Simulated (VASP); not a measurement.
# LiGeH3 (P4/mmm) in VASP: further runs, part 2 of 2

VASP 6.6.1.

## (5) Relaxation of cell and atoms, PBE

Input file INCAR:

```
SYSTEM = LiGeH3
PREC     = Accurate       ! precision mode
ENCUT    = 600            ! plane-wave cutoff, eV
EDIFF    = 1E-6           ! SCF threshold, eV
ISMEAR   = 0              ! smearing method
SIGMA    = 0.1            ! smearing width, eV
LREAL    = .False.        ! projectors in reciprocal space
LASPH    = .True.         ! aspherical terms in the spheres
NELM     = 100            ! most SCF steps
ALGO     = Normal         ! electronic algorithm
ISIF     = 3              ! what is computed and relaxed
LWAVE    = .False.        ! write WAVECAR
LCHARG   = .False.        ! write CHGCAR
GGA      = PE             ! functional
IBRION   = 2              ! ionic algorithm
NSW      = 90             ! ionic steps
EDIFFG   = -0.04          ! ionic threshold
```

Input file KPOINTS:

```
regular mesh
0
Gamma
  6 6 4
  0 0 0
```

Input file POSCAR:

```
LiGeH3
1.0
    3.1742407900      0.0000000000      0.0000000000
    0.0000000000      3.1742407900      0.0000000000
    0.0000000000      0.0000000000      5.9884676000
Li Ge H
1 1 3
Direct
    0.0000000000      0.0000000000      0.5000000000
    0.5000000000      0.5000000000      0.5000000000
    0.0000000000      0.0000000000      0.2146266300
    0.0000000000      0.0000000000      0.7853733700
    0.0000000000      0.0000000000      0.0000000000
```

On the command line:

```bash
cat potpaw_PBE.64/Li_sv/POTCAR potpaw_PBE.64/Ge_d/POTCAR potpaw_PBE.64/H/POTCAR > POTCAR
mpirun -np 1 vasp_std > vasp.out
```

Run time: 1.7 min. Hardware: 1 thread of Intel Xeon 6975P-C (Granite Rapids), shared host; peak memory 0.21 GiB.

It converged, with:

* Free energy: -13.9771 eV
* Relaxed volume: 13.88 Å³/atom
* Relaxed cell: a = 3.512 Å, b = 3.512 Å, c = 5.628 Å, α = 90.00°, β = 90.00°, γ = 90.00°
* Space group after relaxing (to 0.1 Å): P4/mmm (No. 123)
* Energy gained by relaxing: 231.3 meV/atom
* Ionic steps: 14
* Pressure after relaxing: 0.0 GPa
* Largest force after relaxing: 0.023 eV/Å
* Band gap on the k mesh: zero (bands 10 and 11 overlap by 2.72 eV)

Forces in eV/Å, atoms in the order of the input:
```
Li   0.000  0.000  0.000
Ge   0.000  0.000  0.000
H    0.000  0.000  0.023
H    0.000  0.000 -0.023
H    0.000  0.000  0.000
```

Stress tensor (GPa, compression positive):
```
-0.06  0.00  0.00
 0.00 -0.06  0.00
 0.00  0.00  0.20
```

Step by step:
| step | energy change (eV) | largest force (eV/Å) | pressure (GPa) | volume (Å³) |
| --- | --- | --- | --- | --- |
| 1 | 0.0000 | 2.0526 | 3.59 | 60.34 |
| 2 | -0.7123 | 1.6186 | 1.71 | 62.62 |
| 3 | -0.9028 | 2.0129 | 2.44 | 67.03 |
| 4 | -1.1126 | 0.5419 | 1.24 | 64.94 |
| 5 | -1.1363 | 0.0281 | 1.43 | 65.60 |
| 6 | -1.1367 | 0.0633 | 1.38 | 65.51 |
| 7 | -1.1483 | 0.0900 | 0.77 | 66.89 |
| 8 | -1.1546 | 0.1202 | 0.17 | 68.43 |
| 9 | -1.1554 | 0.1339 | 0.11 | 69.11 |
| 10 | -1.1533 | 0.1618 | -0.55 | 70.49 |
| 11 | -1.1553 | 0.1413 | -0.20 | 69.49 |
| 12 | -1.1553 | 0.1383 | -0.16 | 69.35 |
| 13 | -1.1554 | 0.1359 | -0.12 | 69.23 |
| 14 | -1.1567 | 0.0231 | 0.03 | 69.42 |

Final structure:
```
Li Ge H
1.0
     3.51219    0.00000    0.00000
     0.00000    3.51219    0.00000
     0.00000    0.00000    5.62775
Li Ge H
1 1 3
Cartesian
  3.5122 0.0000 2.8139
  1.7561 1.7561 2.8139
  0.0000 0.0000 0.9650
  0.0000 0.0000 4.6628
  3.5122 0.0000 0.0000
```

Levels at points of the mesh, in eV from the Fermi level:
```tsv
k point	band 8	band 9	band 10	band 11	band 12	band 13
(0.00, 0.00, 0.00)	-6.60	-3.18	1.66	1.66	2.73	6.44
(0.50, 0.00, 0.00)	-7.07	-2.08	-1.54	0.38	3.29	4.66
(0.50, 0.50, 0.00)	-6.63	-2.41	-2.41	-0.87	1.71	4.79
(0.00, 0.00, 0.50)	-7.49	-0.49	-0.27	1.69	1.69	6.75
(0.50, 0.00, 0.50)	-6.99	-3.46	-0.17	1.22	3.30	4.45
(0.50, 0.50, 0.50)	-6.63	-2.36	-2.36	-0.84	1.40	4.82
```

Caveat: the cutoff is under 1.25 times the usual one of these potentials, so pressure, stress and relaxed cells hold a basis-set (Pulay) error; the volume moved by over 15 % at a fixed basis, so the end points are rough.

## (6) Relaxation of cell and atoms, PBE

This run uses another cell than the first one, of 13.80 Å³/atom.

Input file INCAR:

```
SYSTEM = LiGeH3
  ALGO = Normal
  EDIFF = 1E-6
  EDIFFG = -0.01
  ENCUT = 600
  GGA = PE
  IBRION = 2
  ISIF = 3
  ISMEAR = 0
  LASPH = .TRUE.
  LCHARG = .FALSE.
  LREAL = .FALSE.
  LWAVE = .FALSE.
  NELM = 60
  NSW = 100
  PREC = Accurate
  SIGMA = 0.1
```

Input file KPOINTS:

```
k-points
0
G
  10 10 8
  0 0 0
```

Input file POSCAR:

```
LiGeH3
1.0
    3.4961907619      0.0000000000      0.0000000000
    0.0000000000      3.4961907619      0.0000000000
    0.0000000000      0.0000000000      5.6454849367
Li Ge H
1 1 3
Direct
    0.0000000000      0.0000000000      0.5000000000
    0.5000000000      0.5000000000      0.5000000000
    0.0000000000      0.0000000000      0.1713274146
    0.0000000000      0.0000000000      0.8286725854
    0.0000000000      0.0000000000      0.0000000000
```

Potentials or basis: VASP PAW PBE potentials, release 64 (Li_sv, Ge_d, H).

On the command line:

```bash
cat potpaw_PBE.64/Li_sv/POTCAR potpaw_PBE.64/Ge_d/POTCAR potpaw_PBE.64/H/POTCAR > POTCAR
mpirun -np 1 vasp_std > vasp.out
```

Wall time 90 s (1 thread of Intel Xeon 6975P-C (Granite Rapids), shared host); peak memory 0.28 GiB.

The run converged. Its results:

| Item | Value |
| --- | --- |
| Free energy | -13.9983 eV |
| Relaxed volume | 13.86 Å³/atom |
| Relaxed cell | a = 3.519 Å, b = 3.519 Å, c = 5.597 Å, α = 90.00°, β = 90.00°, γ = 90.00° |
| Space group after relaxing (to 0.1 Å) | P4/mmm (No. 123) |
| Energy gained by relaxing | 0.5 meV/atom |
| Ionic steps | 4 |
| Pressure after relaxing | -0.1 GPa |
| Band gap on the k mesh | zero (bands 10 and 11 overlap by 2.87 eV) |

The path:
```csv
step,energy change (eV),largest force (eV/Å),pressure (GPa),volume (Å³)
1,0.0000,0.0318,0.12,69.01
2,-0.0010,0.0304,0.09,69.11
3,-0.0024,0.0255,-0.07,69.40
4,-0.0024,0.0009,-0.05,69.32
```

Final structure:
```
Li Ge H
1.0
     3.51927    0.00000    0.00000
     0.00000    3.51927    0.00000
     0.00000    0.00000    5.59733
Li Ge H
1 1 3
Direct
  0.00000 0.00000 0.50000
  0.50000 0.50000 0.50000
  0.00000 0.00000 0.17275
  0.00000 0.00000 0.82725
  0.00000 0.00000 0.00000
```

Levels at points of the mesh, in eV from the Fermi level:
```csv
k point,band 8,band 9,band 10,band 11,band 12,band 13
"(0.00, 0.00, 0.00)",-6.59,-3.16,1.76,1.76,2.76,6.42
"(0.50, 0.00, 0.00)",-7.12,-1.95,-1.57,0.47,3.39,4.66
"(0.50, 0.50, 0.00)",-6.54,-2.28,-2.28,-0.93,1.78,4.86
"(0.00, 0.00, 0.50)",-7.53,-0.51,-0.18,1.80,1.80,6.79
"(0.50, 0.00, 0.50)",-7.04,-3.39,-0.12,1.27,3.41,4.53
"(0.50, 0.50, 0.50)",-6.52,-2.22,-2.22,-0.88,1.46,4.82
```

Caveat: the cutoff is under 1.25 times the usual one of these potentials, so pressure, stress and relaxed cells hold a basis-set (Pulay) error.

## (7) Summary

| task | cell | k mesh | cutoff (eV) | gap on the mesh (eV) | pressure (GPa) | relaxed volume (Å³/atom) | largest force (eV/Å) |
| --- | --- | --- | --- | --- | --- | --- | --- |
| single point | a = 3.174, b = 3.174, c = 5.988 Å, 5 atoms, atomic positions A | 6 × 6 × 4 | 520 | none | - | - | 2.05 |
| single point | a = 3.496, b = 3.496, c = 5.645 Å, 5 atoms, atomic positions B | 6 × 6 × 4 | 520 | none | - | - | - |
| single point | a = 3.520, b = 3.520, c = 5.598 Å, 5 atoms, atomic positions C | 10 × 10 × 8 | 520 | none | - | - | - |
| relaxation of cell and atoms | relaxed from a = 3.174, b = 3.174, c = 5.988 Å, 5 atoms, atomic positions A | 6 × 6 × 4 | 600 | none | 0.0 | 13.88 | 0.02 |
| relaxation of cell and atoms | relaxed from a = 3.496, b = 3.496, c = 5.645 Å, 5 atoms, atomic positions B | 10 × 10 × 8 | 600 | none | -0.1 | 13.86 | - |

Alike in all rows: level PBE; potentials or basis VASP PAW PBE potentials, release 64 (Li_sv, Ge_d, H); no spin polarisation; smearing gaussian 0.1 eV.

Caveats: the cutoff is under 1.25 times the usual one of these potentials, so pressure, stress and relaxed cells hold a basis-set (Pulay) error; forces of over 1 eV/Å act on the atoms, so gaps and moduli don't describe the material at rest (at least some runs); the volume moved by over 15 % at a fixed basis, so the end points are rough (at least some runs).

Absolute energies hang on the potentials; compare differences alone.
